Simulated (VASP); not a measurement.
Runs of VASP 6.6.1 on TiB2. The structure is that of space group P6/mmm (No. 191), or close to it. The cells are those of the table. 

```tsv
cell	gap on the mesh (eV)	pressure (GPa)
a = 2.974, b = 2.974, c = 3.126 Å, angles 90.0, 90.0, 120.0°, 3 atoms	none	20.2
a = 3.018, b = 3.018, c = 3.192 Å, angles 90.0, 90.0, 120.0°, 3 atoms	none	5.2
a = 3.034, b = 3.034, c = 3.219 Å, angles 90.0, 90.0, 120.0°, 3 atoms	none	(a)
a = 3.002, b = 3.002, c = 3.168 Å, angles 90.0, 90.0, 120.0°, 3 atoms	none	10.3
```

Alike in all rows: task single point; level PBE; potentials or basis VASP PAW PBE potentials, release 64 (Ti_sv, B); no spin polarisation; k mesh 9 × 9 × 5; cutoff (eV) 520; smearing methfessel-paxton 0.05 eV.

Problem. Fill in the values left out.

Solution. (a) 0.2.

Caveats: all runs use coarse meshes.

A gap of «none» marks levels without a gap at the run's occupations.
